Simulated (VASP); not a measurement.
# KTaO3 in VASP: further runs

The runs below take KTaO3 through electric field gradients, with PBE.

Everything below comes from runs of VASP 6.6.1. Logs are shortened: lines on timing, memory, paths and dates and some standing lists are left out, and cuts for length are marked.

### Step 1. The cell of the first run

It takes space group R-3m (No. 166, trigonal). Conventional cell: a = 5.556 Å, b = 5.556 Å, c = 7.115 Å, α = 90.00°, β = 90.00°, γ = 120.00°. K (site symmetry -3m) has 12 O at 2.78 to 2.86 Å and 8 Ta at 3.42 to 3.56 Å within 3.7 Å. Within 2.6 Å of Ta (site symmetry -3m) lie 6 O at 1.99 Å. Within 2.6 Å of O (site symmetry 2/m) lie 2 Ta at 1.99 Å.

### Step 2. Electric field gradients, PBE (equal xy, yz and zx shear strains of +3 %)

The input, INCAR:

```
SYSTEM = KTaO3
PREC = Accurate ; ENCUT = 520
EDIFF = 1E-8 ; ISMEAR = -1
SIGMA = 0.01 ; LREAL = .False.
LASPH = .True. ; NELM = 60
ALGO = Normal ; ISIF = 2
LWAVE = .False. ; LCHARG = .False.
GGA = PE ; LEFG = .True.
NBANDS = 27
```

The input, KPOINTS:

```
regular mesh
0
Gamma
  5 5 5
  0 0 0
```

The input, POSCAR:

```
KTaO3
1.0
    3.9883000000      0.0598245000      0.0598245000
    0.0598245000      3.9883000000      0.0598245000
    0.0598245000      0.0598245000      3.9883000000
K Ta O
1 1 3
Direct
    0.5000000000      0.5000000000      0.5000000000
    0.0000000000      0.0000000000      0.0000000000
    0.5000000000      0.0000000000      0.0000000000
    0.0000000000      0.5000000000      0.0000000000
    0.0000000000      0.0000000000      0.5000000000
```

Potentials or basis: VASP PAW PBE potentials, release 64 (K_sv, Ta_pv, O).

Started as:

```
> cat potpaw_PBE.64/K_sv/POTCAR potpaw_PBE.64/Ta_pv/POTCAR potpaw_PBE.64/O/POTCAR > POTCAR
> mpirun -np 1 vasp_std > vasp.out
```

OUTCAR:

```text
SYSTEM = KTaO3
   PREC = Accurate
   ENCUT = 520
   EDIFF = 1E-8
   ISMEAR = -1
   LREAL = .False.
   LASPH = .True.
   NELM = 60
   ISIF = 2
   GGA = PE

 ion  position               nearest neighbor table
   1  0.500  0.500  0.500-   3 2.78   4 2.78   3 2.78   5 2.78   4 2.78   5 2.78   3 2.86   3 2.86
                             4 2.86   5 2.86   4 2.86   5 2.86   2 3.42   2 3.42   2 3.42   2 3.42
   2  0.000  0.000  0.000-   3 1.99   4 1.99   5 1.99   5 1.99   4 1.99   3 1.99   1 3.42   1 3.42
                             1 3.42   1 3.42   1 3.42   1 3.42   1 3.56   1 3.56
   3  0.500  0.000  0.000-   2 1.99   2 1.99   1 2.78   1 2.78   1 2.86   1 2.86
   4  0.000  0.500  0.000-   2 1.99   2 1.99   1 2.78   1 2.78   1 2.86   1 2.86
   5  0.000  0.000  0.500-   2 1.99   2 1.99   1 2.78   1 2.78   1 2.86   1 2.86

  LATTYP: Found a trigonal (rhomboedric) cell.
 ALAT       =     3.9891972666
 COS(alpha) =     0.0302114049

  Lattice vectors:

 A1 = (   3.9883000000,   0.0598245000,   0.0598245000)
 A2 = (   0.0598245000,   3.9883000000,   0.0598245000)
 A3 = (   0.0598245000,   0.0598245000,   3.9883000000)

Analysis of symmetry for initial positions (statically):
=====================================================================
 Subroutine PRICEL returns:
 Original cell was already a primitive cell.

 Routine SETGRP: Setting up the symmetry group for a
 trigonal (rhombohedral) supercell.

 Subroutine GETGRP returns: Found 12 space group operations
 (whereof 12 operations were pure point group operations)
 out of a pool of 12 trial point group operations.

The static configuration has the point symmetry D_3d.

Analysis of symmetry for dynamics (positions and initial velocities):
=====================================================================
 Subroutine PRICEL returns:
 Original cell was already a primitive cell.

 Routine SETGRP: Setting up the symmetry group for a
 trigonal (rhombohedral) supercell.

 Subroutine GETGRP returns: Found 12 space group operations
 (whereof 12 operations were pure point group operations)
 out of a pool of 12 trial point group operations.

The dynamic configuration has the point symmetry D_3d.

 Subroutine INISYM returns: Found 12 space group operations
 (whereof 12 operations are pure point group operations),
 and found     1 'primitive' translations

----------------------------------------------------------------------------------------

                                     Primitive cell

  volume of cell :      63.3976

  direct lattice vectors                    reciprocal lattice vectors
     3.988300000  0.059824500  0.059824500     0.250844607 -0.003707063 -0.003707063
     0.059824500  3.988300000  0.059824500    -0.003707063  0.250844607 -0.003707063
     0.059824500  0.059824500  3.988300000    -0.003707063 -0.003707063  0.250844607

  length of vectors
     3.989197267  3.989197267  3.989197267     0.250899385  0.250899385  0.250899385

  position of ions in fractional coordinates (direct lattice)
     0.500000000  0.500000000  0.500000000
     0.000000000  0.000000000  0.000000000
     0.500000000  0.000000000  0.000000000
     0.000000000  0.500000000  0.000000000
     0.000000000  0.000000000  0.500000000

  ion indices of the primitive-cell ions
   primitive index   ion index
                 1           1
                 2           2
                 3           3
                 4           4
                 5           5

----------------------------------------------------------------------------------------

 KPOINTS: regular mesh

Automatic generation of k-mesh.
 Grid dimensions read from file:
 generate k-points for:    5    5    5

 Generating k-lattice:
[... 39 lines left out ...]
   number of dos      NEDOS =    301   number of ions     NIONS =      5
   total plane-waves  NPLWV =  27000
   dimension x,y,z NGX =    30 NGY =   30 NGZ =   30
   dimension x,y,z NGXF=    60 NGYF=   60 NGZF=   60
   ions per type =               1   1   3
   NGX,Y,Z   is equivalent  to a cutoff of  12.50, 12.50, 12.50 a.u.
   NGXF,Y,Z  is equivalent  to a cutoff of  25.00, 25.00, 25.00 a.u.
 SYSTEM =  KTaO3
   PREC   = accura    normal or accurate (medium, high low for compatibility)
   ISTART =      0    job   : 0-new  1-cont  2-samecut
   ICHARG =      2    charge: 1-file 2-atom 10-const
   ISPIN  =      1    spin polarized calculation?
   LNONCOLLINEAR =      F non collinear calculations
   LSORBIT =      F    spin-orbit coupling
   LASPH  =      T    aspherical Exc in radial PAW
   ENCUT  =  520.0 eV  38.22 Ry    6.18 a.u.   7.42  7.42  7.42*2*pi/ulx,y,z
   NELM   =     60;   NELMIN=  2; NELMDL= -5     # of ELM steps
   EDIFF  = 0.1E-07   stopping-criterion for ELM
   LREAL  =      F    real-space projection
   EDIFFG = 0.1E-06   stopping-criterion for IOM
   NSW    =      0    number of steps for IOM
   IBRION =     -1    ionic relax: 0-MD 1-quasi-New 2-CG
   NFREE  =      0    steps in history (QN), initial steepest desc. (CG)
   ISIF   =      2    stress and relaxation
   ISYM   =      2    0-nonsym 1-usesym 2-fastsym
   POTIM  = 0.5000    time-step for ionic-motion
   TEBEG  =    0.0;   TEEND  =   0.0 temperature during run
   PSTRESS=    0.0 pullay stress
   NELECT =      38.0000    total number of electrons
   NUPDOWN=      -1.0000    fix difference up-down
   EMIN   =  10.00;   EMAX   =-10.00  energy-range for DOS
   EFERMI =   0.00;   METHOD = LEGACY
   ISMEAR =    -1;   SIGMA  =   0.01  broadening in eV -4-tet -1-fermi 0-gaus
   EFERMI_NEDOS =   21; number of points for ismear=-14 and -15
   IALGO  =     38    algorithm
   IMIX   =      4    mixing-type and parameters
     AMIX     =   0.40;   BMIX     =  1.00
     AMIX_MAG =   1.60;   BMIX_MAG =  1.00
  volume/ion in A,a.u.               =      12.68        85.57
  Fermi-wavevector in a.u.,A,eV,Ry     =   1.380315  2.608418 25.922778  1.905270
  Thomas-Fermi vector in A             =   2.505204
   LORBIT       =      0    0 simple, 1 ext, 2 COOP (PROOUT), +10 PAW based schemes
   GGA     = PE    functional components
[... 5 lines left out ...]
 non-spin polarized calculation
  energy-cutoff  :      520.00
  volume of cell :       63.40
 maximum number of plane-waves:      1731
 NGX is ok and might be reduce to    30
   NGX = 15   NGY = 15   NGZ = 15

 number of electron      37.9999970 magnetization

 Free energy of the ion-electron system (eV)
  ---------------------------------------------------
  ext. energy  EPLUGINS =         0.00000000
  ---------------------------------------------------
  free energy    TOTEN  =       -40.97017397 eV

  energy without entropy =      -40.97017397  energy(sigma->0) =      -40.97017397

 E-fermi :   1.9505     XC(G=0): -10.8772

 val. band max:        1.7190208071   @ k =  -0.4000   0.4000   0.4000
 cond. band min:       3.9269504081   @ k =   0.0000   0.0000   0.0000
 fundamental gap:      2.2079296010
 Fermi energy:         1.9504860557

 k-point     1 :       0.0000    0.0000    0.0000
  band No.  band energies     occupation
      1     -32.3369      2.00000
      2     -32.3369      2.00000
      3     -32.2965      2.00000
      4     -25.5169      2.00000
      5     -15.7428      2.00000
      6     -15.0287      2.00000
[... 559 lines left out ...]
     26      13.1608      0.00000
     27      13.6144      0.00000

------------------------ aborting loop because EDIFF is reached ----------------------------------------

  FORCE on cell =-STRESS in cart. coord.  units (eV):
  Direction    XX          YY          ZZ          XY          YZ          ZX
  --------------------------------------------------------------------------------------
  -------------------------------------------------------------------------------------
  Total        2.4513586      2.4513586      2.4513586     -1.1918047     -1.1918047     -1.1918047
  in kB       61.9504237     61.9504237     61.9504237    -30.1191386    -30.1191386    -30.1191386
  external PRESSURE =      61.9504237 kB  Pullay stress =       0.0000000 kB

 VOLUME and BASIS-vectors are now :
 -----------------------------------------------------------------------------
  energy-cutoff  :      520.00
  volume of cell :       63.40
      direct lattice vectors                 reciprocal lattice vectors
     3.988300000  0.059824500  0.059824500     0.250844607 -0.003707063 -0.003707063
     0.059824500  3.988300000  0.059824500    -0.003707063  0.250844607 -0.003707063
     0.059824500  0.059824500  3.988300000    -0.003707063 -0.003707063  0.250844607

 POSITION                                       TOTAL-FORCE (eV/Angst)
 -----------------------------------------------------------------------------------
      2.05397      2.05397      2.05397         0.000000     -0.000000     -0.000000
      0.00000      0.00000      0.00000        -0.000000      0.000000      0.000000
      1.99415      0.02991      0.02991        -0.000000      0.000000      0.000000
      0.02991      1.99415      0.02991        -0.000000      0.000000     -0.000000
      0.02991      0.02991      1.99415         0.000000     -0.000000      0.000000
 -----------------------------------------------------------------------------------
    total drift:                                0.000000     -0.000000      0.000000

  FREE ENERGIE OF THE ION-ELECTRON SYSTEM (eV)
  ---------------------------------------------------
  free  energy   TOTEN  =       -40.9701739748 eV

  energy  without entropy=      -40.9701739748  energy(sigma->0) =      -40.97017397

 Electric field gradients (V/A^2)
---------------------------------------------------------------------
 ion       V_xx      V_yy      V_zz      V_xy      V_xz      V_yz
---------------------------------------------------------------------
   1       0.000     0.000     0.000     2.885     2.885     2.885
   2      -0.000    -0.000     0.000   -33.990   -33.990   -33.990
   3      19.800    -9.900    -9.900     4.034     4.034    -1.363
   4      -9.900    19.800    -9.900     4.034    -1.363     4.034
   5      -9.900    -9.900    19.800    -1.363     4.034     4.034
---------------------------------------------------------------------

 Electric field gradients after diagonalization (V/A^2)
 (convention: |V_zz| > |V_xx| > |V_yy|)
----------------------------------------------------------------------
 ion       V_xx      V_yy      V_zz     asymmetry (V_yy - V_xx)/ V_zz
----------------------------------------------------------------------
   1      -2.885    -2.885     5.769       0.000
   2      33.990    33.990   -67.979       0.000
   3     -12.278    -8.537    20.815       0.180
   4     -12.278    -8.537    20.815       0.180
   5     -12.278    -8.537    20.815       0.180
----------------------------------------------------------------------

           NMR quadrupolar parameters

 Cq : quadrupolar parameter    Cq=e*Q*V_zz/h
 eta: asymmetry parameters     (V_yy - V_xx)/ V_zz
 Q  : nuclear electric quadrupole moment in mb (millibarn)
----------------------------------------------------------------------
 ion       Cq(MHz)       eta       Q (mb)
----------------------------------------------------------------------
   1       0.014       0.000       1.000
   2      -0.164       0.000       1.000
   3       0.050       0.180       1.000
   4       0.050       0.180       1.000
   5       0.050       0.180       1.000
----------------------------------------------------------------------
```

It took 27 s on 1 thread of Intel Xeon 6975P-C, shared host; peak memory 0.18 GiB.

Results:

| Quantity | Value |
| --- | --- |
| Free energy | -40.9702 eV |
| Pressure | 6.2 GPa |
| Band gap on the k mesh | 2.21 eV, indirect (least direct gap 2.65 eV) |

Levels at points of the mesh, in eV from the valence-band top:
```csv
k point,band 17,band 18,band 19,band 20,band 21,band 22
"(0.00, 0.00, 0.00)",-0.65,-0.44,-0.44,2.21,2.21,2.33
```

Electric field gradients, principal values (V/Å²):
| atom | least | middle | greatest (by size) |
| --- | --- | --- | --- |
| 1 K | -2.885 | -2.885 | 5.769 |
| 2 Ta | 33.990 | 33.990 | -67.979 |
| 3 O | -8.537 | -12.278 | 20.815 |
| 4 O | -8.537 | -12.278 | 20.815 |
| 5 O | -8.537 | -12.278 | 20.815 |

Caveat: the cell differs from its parent crystal (equal xy, yz and zx shear strains of +3 %); without QUAD_EFG the Cq values of the log hold for a quadrupole moment of 1 mb, not for the nuclei; spin-orbit coupling is left out, which moves the levels of the heavy elements. A k mesh can miss the band edges.

### Step 3. Electric field gradients, PBE (equal xy, yz and zx shear strains of +3 %)

The input, INCAR:

```
PREC = Accurate
ENCUT = 520
EDIFF = 1E-8
ISMEAR = -1
SIGMA = 0.01
LREAL = False
LASPH = True
NELM = 100
ALGO = Normal
ISIF = 2
LWAVE = False
LCHARG = False
GGA = PE
LEFG = True
NBANDS = 27
```

The input, KPOINTS:

```
Automatic mesh
0
Gamma
  5 5 5
```

POSCAR is that of step 2.

Potentials or basis: VASP PAW PBE potentials, release 64 (K_sv, Ta_pv, O).

Started as:

```
> cat potpaw_PBE.64/K_sv/POTCAR potpaw_PBE.64/Ta_pv/POTCAR potpaw_PBE.64/O/POTCAR > POTCAR
> mpirun -np 1 vasp_std > vasp.out
```

OUTCAR:

```text
PREC = Accurate
   ENCUT = 520
   EDIFF = 1E-8
   ISMEAR = -1
   LREAL = False
   LASPH = True
   NELM = 100
   ISIF = 2
   GGA = PE

 ion  position               nearest neighbor table
   1  0.500  0.500  0.500-   3 2.78   4 2.78   3 2.78   5 2.78   4 2.78   5 2.78   3 2.86   3 2.86
                             4 2.86   5 2.86   4 2.86   5 2.86   2 3.42   2 3.42   2 3.42   2 3.42
   2  0.000  0.000  0.000-   3 1.99   4 1.99   5 1.99   5 1.99   4 1.99   3 1.99   1 3.42   1 3.42
                             1 3.42   1 3.42   1 3.42   1 3.42   1 3.56   1 3.56
   3  0.500  0.000  0.000-   2 1.99   2 1.99   1 2.78   1 2.78   1 2.86   1 2.86
   4  0.000  0.500  0.000-   2 1.99   2 1.99   1 2.78   1 2.78   1 2.86   1 2.86
   5  0.000  0.000  0.500-   2 1.99   2 1.99   1 2.78   1 2.78   1 2.86   1 2.86

  LATTYP: Found a trigonal (rhomboedric) cell.
 ALAT       =     3.9891972666
 COS(alpha) =     0.0302114049

  Lattice vectors:

 A1 = (   3.9883000000,   0.0598245000,   0.0598245000)
 A2 = (   0.0598245000,   3.9883000000,   0.0598245000)
 A3 = (   0.0598245000,   0.0598245000,   3.9883000000)

Analysis of symmetry for initial positions (statically):
[... 776 lines left out ...]
 -----------------------------------------------------------------------------------
    total drift:                                0.000000     -0.000000      0.000000

  FREE ENERGIE OF THE ION-ELECTRON SYSTEM (eV)
  ---------------------------------------------------
  free  energy   TOTEN  =       -40.9701739748 eV

  energy  without entropy=      -40.9701739748  energy(sigma->0) =      -40.97017397

 Electric field gradients (V/A^2)
---------------------------------------------------------------------
 ion       V_xx      V_yy      V_zz      V_xy      V_xz      V_yz
---------------------------------------------------------------------
   1       0.000     0.000     0.000     2.885     2.885     2.885
   2      -0.000    -0.000     0.000   -33.990   -33.990   -33.990
   3      19.800    -9.900    -9.900     4.034     4.034    -1.363
   4      -9.900    19.800    -9.900     4.034    -1.363     4.034
   5      -9.900    -9.900    19.800    -1.363     4.034     4.034
---------------------------------------------------------------------

 Electric field gradients after diagonalization (V/A^2)
 (convention: |V_zz| > |V_xx| > |V_yy|)
----------------------------------------------------------------------
 ion       V_xx      V_yy      V_zz     asymmetry (V_yy - V_xx)/ V_zz
----------------------------------------------------------------------
   1      -2.885    -2.885     5.769       0.000
   2      33.990    33.990   -67.979       0.000
   3     -12.278    -8.537    20.815       0.180
   4     -12.278    -8.537    20.815       0.180
   5     -12.278    -8.537    20.815       0.180
----------------------------------------------------------------------

           NMR quadrupolar parameters

 Cq : quadrupolar parameter    Cq=e*Q*V_zz/h
 eta: asymmetry parameters     (V_yy - V_xx)/ V_zz
 Q  : nuclear electric quadrupole moment in mb (millibarn)
----------------------------------------------------------------------
 ion       Cq(MHz)       eta       Q (mb)
----------------------------------------------------------------------
   1       0.014       0.000       1.000
   2      -0.164       0.000       1.000
   3       0.050       0.180       1.000
   4       0.050       0.180       1.000
   5       0.050       0.180       1.000
----------------------------------------------------------------------
```

OSZICAR:

```text
N       E                     dE             d eps       ncg     rms          rms(c)
DAV:   1     0.319899461313E+03    0.31990E+03   -0.20554E+04  1026   0.140E+03
DAV:   2    -0.311317062743E+02   -0.35103E+03   -0.34031E+03  1224   0.407E+02
DAV:   3    -0.488541250612E+02   -0.17722E+02   -0.17648E+02  1414   0.878E+01
DAV:   4    -0.495529912541E+02   -0.69887E+00   -0.69800E+00  1708   0.107E+01
DAV:   5    -0.495573001829E+02   -0.43089E-02   -0.43084E-02  1317   0.832E-01    0.340E+01
DAV:   6    -0.411912288995E+02    0.83661E+01   -0.34092E+01  1216   0.397E+01    0.129E+01
DAV:   7    -0.410359839182E+02    0.15524E+00   -0.17121E+00  1357   0.839E+00    0.928E+00
DAV:   8    -0.409929107006E+02    0.43073E-01   -0.41426E-01  1233   0.534E+00    0.318E+00
DAV:   9    -0.409718659856E+02    0.21045E-01   -0.36686E-02  1310   0.151E+00    0.520E-01
DAV:  10    -0.409701657011E+02    0.17003E-02   -0.15054E-02  1378   0.784E-01    0.848E-02
DAV:  11    -0.409701417651E+02    0.23936E-04   -0.10469E-03  1404   0.202E-01    0.314E-02
DAV:  12    -0.409701690595E+02   -0.27294E-04   -0.43779E-05  1393   0.553E-02    0.118E-02
DAV:  13    -0.409701740957E+02   -0.50362E-05   -0.63719E-06  1373   0.194E-02    0.460E-03
DAV:  14    -0.409701741109E+02   -0.15276E-07   -0.94244E-07  1329   0.603E-03    0.394E-03
DAV:  15    -0.409701739995E+02    0.11149E-06   -0.14563E-07  1302   0.306E-03    0.364E-04
DAV:  16    -0.409701739692E+02    0.30227E-07   -0.18056E-08  1005   0.881E-04    0.105E-04
DAV:  17    -0.409701739748E+02   -0.55434E-08   -0.52357E-10   679   0.177E-04
   1 F= -.40970174E+02 E0= -.40970174E+02  d E =-.225507E-11
```

It took 34 s on 1 thread of Intel Xeon 6975P-C, shared host; peak memory 0.19 GiB.

What came out:

```
Free energy            : -40.9702 eV
Pressure               : 6.2 GPa
Band gap on the k mesh : 2.21 eV, indirect (least direct gap 2.65 eV)
```

Stress tensor (GPa, compression positive):
```
 6.20 -3.01 -3.01
-3.01  6.20 -3.01
-3.01 -3.01  6.20
```

Electric field gradients, principal values (V/Å²):
| atom | least | middle | greatest (by size) |
| --- | --- | --- | --- |
| 1 K | -2.885 | -2.885 | 5.769 |
| 2 Ta | 33.990 | 33.990 | -67.979 |
| 3 O | -8.537 | -12.278 | 20.815 |
| 4 O | -8.537 | -12.278 | 20.815 |
| 5 O | -8.537 | -12.278 | 20.815 |

Caveat: the cell differs from its parent crystal (equal xy, yz and zx shear strains of +3 %); without QUAD_EFG the Cq values of the log hold for a quadrupole moment of 1 mb, not for the nuclei; spin-orbit coupling is left out, which moves the levels of the heavy elements. A k mesh can miss the band edges.

(Continued in part 2 of 2.)
